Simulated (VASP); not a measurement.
Runs of VASP 6.6.1 on Ti. The structure is that of space group P6/mmm (No. 191), or close to it. The cells are those of the table. 

| task | level | potentials or basis | U | cell | k mesh | cutoff (eV) | gap on the mesh (eV) | pressure (GPa) |
| --- | --- | --- | --- | --- | --- | --- | --- | --- |
| single point | PBE+D4 | VASP PAW PBE potentials, release 64 (Ti_sv) | - | a = 4.554, b = 4.554, c = 2.816 Å, angles 90.0, 90.0, 120.0°, 3 atoms | 7 × 7 × 9 | 520 | none | (b) |
| single point | RPBE | VASP PAW PBE potentials, release 64 (Ti_sv) | - | a = 4.627, b = 4.627, c = 2.855 Å, angles 90.0, 90.0, 120.0°, 3 atoms | 7 × 7 × 9 | 520 | none | -0.2 |
| relaxation of cell and atoms | PBE | VASP PAW PBE potentials, release 64 (Ti_sv) | - | relaxed from a = 4.567, b = 4.567, c = 2.826 Å, angles 90.0, 90.0, 120.0°, 3 atoms | 7 × 7 × 9 | 600 | none | 0.0 |
| single point | LDA | VASP PAW LDA potentials, release 64 (Ti_sv) | - | a = 4.627, b = 4.627, c = 2.863 Å, angles 90.0, 90.0, 120.0°, 3 atoms | 7 × 7 × 9 | 520 | none | (a) |
| single point | LDA | VASP PAW LDA potentials, release 64 (Ti_sv) | - | a = 4.506, b = 4.506, c = 2.788 Å, angles 90.0, 90.0, 120.0°, 3 atoms | 7 × 7 × 9 | 520 | none | -3.8 |
| relaxation of the atoms | PBEsol | VASP PAW PBE potentials, release 64 (Ti_sv) | - | atoms relaxed from a = 4.568, b = 4.607, c = 2.826 Å, angles 90.0, 90.0, 120.9°, 3 atoms | 6 × 6 × 8 | 520 | none | -3.8 |
| single point | revPBE+D3(BJ) | VASP PAW PBE potentials, release 64 (Ti_sv) | - | a = 4.453, b = 4.453, c = 2.760 Å, angles 90.0, 90.0, 120.0°, 3 atoms | 7 × 7 × 9 | 520 | none | -0.4 |
| single point | PBEsol+U | VASP PAW PBE potentials, release 64 (Ti_sv) | Ti d U = 4.0 eV | a = 4.567, b = 4.567, c = 2.826 Å, angles 90.0, 90.0, 120.0°, 3 atoms | 7 × 7 × 9 | 520 | none | 6.1 |
| single point | LDA | VASP PAW LDA potentials, release 64 (Ti_sv) | - | a = 4.567, b = 4.567, c = 2.826 Å, angles 90.0, 90.0, 120.0°, 3 atoms | 7 × 7 × 9 | 520 | none | -8.1 |
| single point | LDA | VASP PAW LDA potentials, release 64 (Ti_sv) | - | a = 4.598, b = 4.598, c = 2.845 Å, angles 90.0, 90.0, 120.0°, 3 atoms | 7 × 7 × 9 | 520 | none | -9.9 |

Alike in all rows: no spin polarisation; smearing fermi-dirac 0.05 eV.

**Question.** Estimate the missing entries.

**Answer.** (a) -11.6; (b) -0.3.

Caveats: the PAW data sets were made with another functional, which shifts forces and pressure a little (some runs); pairwise dispersion overbinds metals, which lowers pressure and volume (some runs); U without spin polarisation on a metal has little footing (some runs); the U is typed as a test and isn't derived for this compound (some runs).

A gap of «none» marks levels without a gap at the run's occupations.
